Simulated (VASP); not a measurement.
## ScAl3: single point with PBEsol

ScAl3:

```xyz
4
Lattice="4.2342 0.0000 0.0000 0.0000 4.2342 0.0000 0.0000 0.0000 3.9084" Properties=species:S:1:pos:R:3 pbc="T T T"
Sc    0.0000    0.0000    0.0000
Al    2.1171    0.0000    1.9542
Al    0.0000    2.1171    1.9542
Al    2.1171    2.1171    0.0000
```

This cell differs from its parent crystal: strain +0.040 along x and y, -0.040 along z.

- Program: VASP 6.6.1
- Task: single point
- Functional: PBEsol
- Potentials or basis: VASP PAW PBE potentials, release 64 (Sc_sv, Al)
- Cutoff: 520 eV
- k mesh: 12 × 12 × 12
- Occupations: gaussian, width 0.15 eV
- Spin: no spin polarisation

```yaml
Pressure: -2.7 GPa
Band_gap_on_the_k_mesh: zero (bands 10 and 11 overlap by 3.55 eV)
```

Stress tensor (GPa, compression positive):
```
-5.99  0.00  0.00
 0.00 -5.99  0.00
 0.00  0.00  3.75
```

Levels at points of the mesh, in eV from the Fermi level:
```tsv
k point	band 7	band 8	band 9	band 10	band 11	band 12	band 13	band 14
(0.00, 0.00, 0.00)	-2.24	-2.13	-2.13	-1.00	1.10	1.22	1.41	1.41
(0.50, 0.00, 0.00)	-1.99	-1.38	-1.10	0.38	0.63	1.66	1.66	1.79
(0.50, 0.50, 0.00)	-5.81	-4.31	-0.13	-0.13	1.76	1.79	1.92	2.12
(0.00, 0.00, 0.50)	-1.84	-1.84	-1.60	0.46	0.75	0.75	1.27	1.56
(0.50, 0.00, 0.50)	-5.34	-4.29	-0.78	-0.57	1.00	1.02	1.91	2.79
(0.50, 0.50, 0.50)	-4.68	-4.36	-3.01	-3.01	-2.68	0.80	2.31	2.86
```

Run time: 2.1 min on 1 thread of AMD EPYC 9R45 96-Core Processor (Zen 5), on a shared host, peak memory 0.32 GiB.

Caveat: the cell differs from its parent crystal (strain +0.040 along x and y, -0.040 along z); the stress differs along the axes, from -6 to 4 GPa; the PAW data sets were made with another functional, which shifts forces and pressure a little.
